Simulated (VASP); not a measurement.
SnO: relaxation of cell and atoms with PBE+D3(BJ)

SnO:

```
Sn O
1.0
     2.70894   -2.70948    0.00000
     2.70894    2.70948    0.00000
     0.00000    0.00000    9.50934
Sn O
4 4
Direct
  0.99998 0.00002 0.00068
  0.00002 0.99998 0.50068
  0.50002 0.49998 0.25633
  0.49998 0.50002 0.75633
  0.00008 0.49989 0.37850
  0.99992 0.50011 0.87850
  0.50011 0.99992 0.37850
  0.49989 0.00008 0.87850
```

```json
{
 "Program": "VASP 6.6.1",
 "Task": "relaxation of cell and atoms",
 "Functional": "PBE",
 "Dispersion": "D3(BJ)",
 "Potentials or basis": "VASP PAW PBE potentials, release 64 (Sn_d, O)",
 "Cutoff": "600 eV",
 "k mesh": "10 × 10 × 4",
 "Occupations": "gaussian, width 0.1 eV",
 "Spin": "no spin polarisation",
 "Dipole correction": "no",
 "Further INCAR settings": "ALGO = Fast; EDIFF = 1e-07; IBRION = 2; EDIFFG = -0.005; NSW = 100; ISIF = 3"
}
```

```
Relaxed volume                        : 17.45 Å³/atom
Relaxed cell                          : a = 3.836 Å, b = 3.836 Å, c = 9.483 Å, α = 90.00°, β = 90.00°, γ = 90.01°
Space group after relaxing (to 0.1 Å) : P4/nmm (No. 129)
Energy gained by relaxing             : 0.1 meV/atom
Ionic steps                           : 11
Pressure after relaxing               : 0.0 GPa
Band gap on the k mesh                : zero (bands 40 and 41 overlap by 0.04 eV)
Dispersion energy per atom            : -0.236 eV
```

The path:
| step | energy change (eV) | largest force (eV/Å) | pressure (GPa) | volume (Å³) |
| --- | --- | --- | --- | --- |
| 1 | 0.0000 | 0.0465 | 0.24 | 139.59 |
| 2 | -0.0001 | 0.0414 | -0.26 | 140.13 |
| 3 | -0.0004 | 0.0016 | -0.02 | 139.88 |
| 4 | -0.0004 | 0.0028 | -0.04 | 139.89 |
| 5 | -0.0004 | 0.0021 | -0.04 | 139.86 |
| 6 | -0.0005 | 0.0106 | -0.04 | 139.81 |
| 7 | -0.0005 | 0.0123 | 0.01 | 139.67 |
| 8 | -0.0005 | 0.0138 | 0.07 | 139.50 |
| 9 | -0.0005 | 0.0129 | 0.03 | 139.58 |
| 10 | -0.0005 | 0.0067 | -0.03 | 139.56 |
| 11 | -0.0006 | 0.0014 | 0.00 | 139.57 |

Final structure:
```cif
data_structure
_symmetry_space_group_name_H-M 'P 1'
_symmetry_Int_Tables_number 1
_cell_length_a 3.8364
_cell_length_b 3.8364
_cell_length_c 9.4826
_cell_angle_alpha 90.000
_cell_angle_beta 90.000
_cell_angle_gamma 90.006
_cell_volume 139.57
loop_
_atom_site_label
_atom_site_type_symbol
_atom_site_fract_x
_atom_site_fract_y
_atom_site_fract_z
_atom_site_occupancy
Sn1 Sn 0.99995 0.00005 0.00105 1
Sn2 Sn 0.00005 0.99995 0.50105 1
Sn3 Sn 0.50005 0.49995 0.25595 1
Sn4 Sn 0.49995 0.50005 0.75595 1
O1 O 0.00003 0.49997 0.37850 1
O2 O 0.99997 0.50003 0.87850 1
O3 O 0.50003 0.99997 0.37850 1
O4 O 0.49997 0.00003 0.87850 1
```

Levels at points of the mesh, in eV from the Fermi level:
```csv
k point,band 36,band 37,band 38,band 39,band 40,band 41,band 42,band 43,band 44,band 45
"(0.00, 0.00, 0.00)",-3.09,-3.09,-3.03,-2.14,-0.06,1.68,2.13,2.72,2.73,3.49
"(0.50, 0.00, 0.00)",-4.68,-2.74,-2.74,-1.73,-1.73,2.66,2.66,3.25,3.25,5.19
"(0.50, 0.50, 0.00)",-2.44,-2.44,-2.44,-1.92,-1.92,-0.10,-0.10,2.26,2.26,4.21
"(0.00, 0.00, 0.50)",-3.10,-3.10,-3.10,-0.59,-0.59,1.65,1.65,3.33,3.33,3.33
"(0.50, 0.00, 0.50)",-4.71,-2.19,-2.19,-2.19,-2.19,2.95,2.95,2.95,2.95,5.44
"(0.50, 0.50, 0.50)",-2.44,-2.40,-2.40,-2.40,-2.40,0.83,0.83,0.83,0.83,5.12
```

Wall time 52 min on 4 MPI ranks on Oxide Virtual Turin-like Processor (shared host), peak memory 0.68 GiB a rank.

Caveat: semilocal functionals underestimate gaps, and a narrow one can read as zero; spin-orbit coupling is left out, which moves the levels of the heavy elements.
